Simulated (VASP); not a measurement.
Crystal: GaSbAs2.

```
Ga Sb As
1.0
     4.20480    0.00000    0.00000
     0.00000    4.20480    0.00000
     0.00000    0.00000    5.93364
Ga Sb As
1 1 2
Direct
  0.50000 0.50000 0.00000
  0.00000 0.00000 0.50000
  0.50000 0.00000 0.76848
  0.00000 0.50000 0.23153
```

| Property | Result |
| --- | --- |
| Program | VASP 6.6.1 |
| Task | relaxation of cell and atoms |
| Functional | PBEsol |
| Potentials or basis | VASP PAW PBE potentials, release 64 (Ga_d, Sb, As) |
| Cutoff | 600 eV |
| k mesh | 6 × 6 × 4 |
| Occupations | gaussian, width 0.1 eV |
| Spin | no spin polarisation |

At the start: pressure 4.3 GPa; volume 26.23 Å³/atom.

Where does the relaxation end?

Over 13 steps the energy falls by 67.9 meV/atom and the volume is 27.33 Å³/atom (+4.2 %); space group P-4m2 (No. 115, to 0.1 Å) before and after.

Step by step:
```csv
step,energy change (eV),largest force (eV/Å),pressure (GPa),volume (Å³)
1,0.0000,1.0037,4.34,104.91
2,-0.1583,0.4118,-1.23,116.07
3,-0.1615,0.4764,-0.64,114.54
4,-0.1892,0.3382,-0.43,113.66
5,-0.2175,0.1904,0.28,111.01
6,-0.2197,0.0524,0.11,111.63
7,-0.2293,0.0984,-0.08,111.82
8,-0.2479,0.2678,-0.68,112.23
9,-0.2545,0.2590,-0.52,111.60
10,-0.2653,0.2350,-0.06,109.72
11,-0.2660,0.2280,0.05,109.12
12,-0.2690,0.1585,0.06,109.19
13,-0.2718,0.0004,0.08,109.34
```

Final structure:
```yaml
crystal:
  lattice:
    - [4.06243, 0.00000, 0.00000]
    - [0.00000, 4.06243, 0.00000]
    - [0.00000, 0.00000, 6.62513]
  atoms:
    - { symbol: Ga, position: [0.50000, 0.50000, 0.00000] }
    - { symbol: Sb, position: [0.00000, 0.00000, 0.50000] }
    - { symbol: As, position: [0.50000, 0.00000, 0.78655] }
    - { symbol: As, position: [0.00000, 0.50000, 0.21345] }
```

Caveat: the PAW data sets were made with another functional, which shifts forces and pressure a little.
